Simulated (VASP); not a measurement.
TaN, 2 atoms in the cell. The structure is hexagonal, space group P-6m2 (No. 187). Conventional cell: a = 2.885 Å, b = 2.885 Å, c = 2.948 Å, α = 90.00°, β = 90.00°, γ = 120.00°. Ta (site symmetry -6m2) has 6 N at 2.22 Å and 6 Ta at 2.89 Å within 2.9 Å. Within 2.9 Å of N (site symmetry -6m2) lie 6 Ta at 2.22 Å and 6 N at 2.89 Å.  This cell differs from its parent crystal: volume 10.628 Å^3 an atom, c/a of the conventional cell 1.0219.

- Program: VASP 6.6.1
- Task: single point
- Functional: PBEsol
- Potentials or basis: VASP PAW PBE potentials, release 64 (Ta_pv, N)
- Cutoff: 520 eV
- k mesh: 21 × 21 × 18
- Occupations: gaussian, width 0.15 eV
- Spin: no spin polarisation
- Dipole correction: no
- Further INCAR settings: ALGO = Normal; EDIFF = 1e-06; NBANDS = 15

Potentials or basis: VASP PAW PBE potentials, release 64 (Ta_pv, N).

Run with:

```bash
$ cat potpaw_PBE.64/Ta_pv/POTCAR potpaw_PBE.64/N/POTCAR > POTCAR
$ mpirun -np 1 vasp_std > vasp.out
```

Hardware: 1 thread of Intel(R) Xeon(R) Platinum 8488C (Sapphire Rapids), on a shared host.

**Question.** Estimate the wall time of this run.

**Answer.** It took 59 s on 1 thread of Intel(R) Xeon(R) Platinum 8488C (Sapphire Rapids), with other jobs on the host, peak memory 0.27 GiB. Counts: scf iterations 13, k points 480.
